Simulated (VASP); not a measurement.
Set up this calculation in VASP 6.6.1, as the native input.

| Property | Result |
| --- | --- |
| Task | single point |
| Functional | PBE |
| Potentials or basis | VASP PAW PBE potentials, release 64 (Au, Ti_sv, Si, Al) |
| Cutoff | 500 eV |
| k mesh | 7 × 7 × 7 |
| Occupations | fermi-dirac, width 0.0758 eV |
| Spin | no spin polarisation |
| Dipole correction | no |
| Further INCAR settings | ALGO = Normal; EDIFF = 1e-06; NBANDS = 46 |

The structure of Ti2Al6Si4Au lies in POSCAR:

```
Ti2Al6Si4Au
1.0
    2.0090150000      3.4797150000      0.0000000000
   -2.0090150000      3.4797150000      0.0000000000
    0.0000000000     -2.3198100000     16.1520250000
Au Ti Si Al
1 2 4 6
Direct
    0.0000000000      0.0000000000      0.0000000000
    0.4341600000      0.4342600000      0.3025800000
    0.5658400000      0.5657400000      0.6974200000
    0.1352100000      0.1352100000      0.4056300000
    0.8647900000      0.8647900000      0.5943700000
    0.7339300000      0.7338300000      0.2016900000
    0.2660700000      0.2661700000      0.7983100000
    0.6828100000      0.6827100000      0.0483300000
    0.3171900000      0.3172900000      0.9516700000
    0.8146700000      0.8145700000      0.4439100000
    0.1853300000      0.1854300000      0.5560900000
    0.0515200000      0.0515200000      0.1545600000
    0.9484800000      0.9484800000      0.8454400000
```

These files were run (other wordings do the same):

INCAR

```
SYSTEM = Ti2Al6Si4Au
PREC     = Accurate       ! precision mode
ENCUT    = 500            ! plane-wave cutoff, eV
EDIFF    = 1E-6           ! SCF threshold, eV
ISMEAR   = -1             ! smearing method
SIGMA    = 0.0758         ! smearing width, eV
LREAL    = .FALSE.        ! projectors in reciprocal space
LASPH    = .TRUE.         ! aspherical terms in the spheres
NELM     = 120            ! most SCF steps
ALGO     = Normal         ! electronic algorithm
ISIF     = 2              ! what is computed and relaxed
LWAVE    = .FALSE.        ! write WAVECAR
LCHARG   = .FALSE.        ! write CHGCAR
GGA      = PE             ! functional
NBANDS   = 46             ! bands
GGA_COMPAT= .FALSE.
```

KPOINTS

```
regular mesh
0
G
  7 7 7
  0 0 0
```

Potentials or basis: VASP PAW PBE potentials, release 64 (Au, Ti_sv, Si, Al).

Launch:

```console
$ cat potpaw_PBE.64/Au/POTCAR potpaw_PBE.64/Ti_sv/POTCAR potpaw_PBE.64/Si/POTCAR potpaw_PBE.64/Al/POTCAR > POTCAR
$ mpirun -np 1 vasp_std > vasp.out
```

It gave:

- Pressure: 5.6 GPa
- Largest force: 1.954 eV/Å
- Band gap on the k mesh: zero (an odd number of electrons rules out a gap without spin polarisation)

Caveat: the cell stands under pressure; spin-orbit coupling is left out, which moves the levels of the heavy elements; forces of over 1 eV/Å act on the atoms, so gaps and moduli don't describe the material at rest.

It took 34 min on 1 thread of AMD EPYC 7R13, with other jobs on the host, peak memory 0.92 GiB.
